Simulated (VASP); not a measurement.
Input of a VASP 6.6.1 run:

POSCAR

```
SiC
1.0
    1.5389000000     -2.6675000000      0.0000000000
    1.5389000000      2.6675000000      0.0000000000
    0.0000000000      0.0000000000     15.1219000000
Si C
6 6
Direct
    0.1666621203      0.8333378797      0.8577216708
    0.8333378797      0.1666621203      0.3577216708
    0.5001149745      0.4998850255      0.5245068537
    0.4998850255      0.5001149745      0.0245068537
    0.8334421551      0.1665578449      0.6912250794
    0.1665578449      0.8334421551      0.1912250794
    0.5001801525      0.4998198475      0.6498133106
    0.4998198475      0.5001801525      0.1498133106
    0.1666200557      0.8333799443      0.9826819003
    0.8333799443      0.1666200557      0.4826819003
    0.8333970490      0.1666029510      0.8161911851
    0.1666029510      0.8333970490      0.3161911851
```

INCAR.step1

```
PREC     = Accurate       # precision mode
ENCUT    = 520            # plane-wave cutoff, eV
ISMEAR   = -1             # smearing method
SIGMA    = 0.02           # smearing width, eV
LREAL    = False          # projectors in reciprocal space
LASPH    = True           # aspherical terms in the spheres
NELM     = 100            # most SCF steps
NBANDS   = 36             # bands
GGA      = PE             # functional
ALGO     = Normal         # electronic algorithm
EDIFF    = 1E-4           # SCF threshold, eV
LWAVE    = True           # write WAVECAR
LCHARG   = False          # write CHGCAR
KPAR     = 4
```

Contents of INCAR.step2:

```
PREC     = Accurate       # precision mode
ENCUT    = 520            # plane-wave cutoff, eV
EDIFF    = 1E-8           # SCF threshold, eV
ISMEAR   = -1             # smearing method
SIGMA    = 0.02           # smearing width, eV
LREAL    = False          # projectors in reciprocal space
LASPH    = True           # aspherical terms in the spheres
NELM     = 100            # most SCF steps
ALGO     = Normal         # electronic algorithm
ISIF     = 2              # what is computed and relaxed
LWAVE    = False          # write WAVECAR
LCHARG   = False          # write CHGCAR
METAGGA  = R2SCAN         # meta-GGA
LMIXTAU  = True         
LEFG     = True         
NBANDS   = 36             # bands
ISTART   = 1            
KPAR     = 4
```

Contents of KPOINTS:

```
regular mesh
0
Gamma
  16 16 3
```

Potentials or basis: VASP PAW PBE potentials, release 64 (Si, C).

Launch:

```sh
$ cat potpaw_PBE.64/Si/POTCAR potpaw_PBE.64/C/POTCAR > POTCAR
$ cp INCAR.step1 INCAR
$ mpirun -np 4 vasp_std > vasp.out
$ cp INCAR.step2 INCAR
$ mpirun -np 4 vasp_std > vasp.out
```

Predict the largest force.

0.006 eV/Å.

Predict the band gap on the k mesh.

2.39 eV (least direct gap 3.55 eV).

What does it give for the pressure?

-0.5 GPa.

Forces in eV/Å, atoms in the order of the input:
```
Si   0.000 -0.001  0.000
Si   0.000  0.001  0.000
Si   0.000  0.000 -0.006
Si   0.000  0.000 -0.006
Si   0.000 -0.001  0.003
Si   0.000  0.001  0.003
C    0.000  0.001  0.006
C    0.000 -0.001  0.006
C    0.000  0.001 -0.005
C    0.000 -0.001 -0.005
C    0.000  0.000  0.002
C    0.000  0.000  0.002
```

Caveat: without QUAD_EFG the Cq values of the log hold for a quadrupole moment of 1 mb, not for the nuclei; the PAW data sets were made with another functional, which shifts forces and pressure a little. A k mesh can miss the band edges.
